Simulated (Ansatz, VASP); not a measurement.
## NaPt in VASP and in Ansatz

The input INCAR:

```
SYSTEM = NaPt
PREC = Accurate
ENCUT = 520
EDIFF = 1E-6
ISMEAR = 0
SIGMA = 0.15
LREAL = .False.
LASPH = .True.
NELM = 80
ALGO = Fast
ISIF = 2
LWAVE = .False.
LCHARG = .False.
GGA = CA
NBANDS = 16
```

KPOINTS

```
regular mesh
0
Gamma
  21 21 10
  0 0 0
```

The input POSCAR:

```
NaPt
1.0
    2.7561515952      0.0000000000      0.0000000000
   -1.3780757976      2.3868972981      0.0000000000
    0.0000000000      0.0000000000      4.8039247014
Na Pt
1 1
Direct
    0.6666666667      0.3333333333      0.5000000000
    0.3333333333      0.6666666667      0.0000000000
```

Input for Ansatz:

```yaml
crystal:
  lattice:
    - [2.7561515952, 0.0, 0.0]
    - [-1.3780757976, 2.3868972981, 0.0]
    - [0.0, 0.0, 4.8039247014]
  atoms:
    - { symbol: Na, position: [0.6666666667, 0.3333333333, 0.5] }
    - { symbol: Pt, position: [0.3333333333, 0.6666666667, 0.0] }
basis:
  ecutwfc: 520.0
kpoints:
  mp_grid: { grid: [21, 21, 10] }
hamiltonian:
  xc: lda
  pseudopotentials: { kind: paw }
scf:
  occupations: { method: gaussian, width: 0.15 }
output:
  forces: true
  stress: true
  eigenvalues: true
  write_density: true
  write_potential: true
  elf: true
  volumetric_format: npy
```

Alike in both runs: task single point; functional LDA; k mesh 21 × 21 × 10; occupations gaussian, width 0.15 eV; no spin polarisation.

```csv
,VASP,Ansatz
version,VASP 6.6.1,Ansatz 0.2.0
potentials or method,"VASP PAW LDA potentials, release 64 (Na_pv, Pt), cutoff 520 eV","scalar-relativistic, plane waves, PAW"
valence electrons in the cell,17,27
```

Ansatz gave:

```
gap on the k mesh at the Fermi level (eV)                     : none
pressure (GPa)                                                : 0.0
traceless stress, the component that is largest in VASP (GPa) : -0.20
```

Estimate VASP's values.

gap on the k mesh at the Fermi level (eV): none; pressure (GPa): 0.6; traceless stress, the component that is largest in VASP (GPa): -0.40.

LDA's correlation is that of Perdew and Zunger in VASP and of Perdew and Wang (1992) in Ansatz. A gap of «none» marks a metal or a gap that the smearing closes. VASP's potentials hold 17 valence electrons a cell and Ansatz's 27, so a difference there can come from the potentials and not from the codes.

Spin-orbit coupling is off throughout.
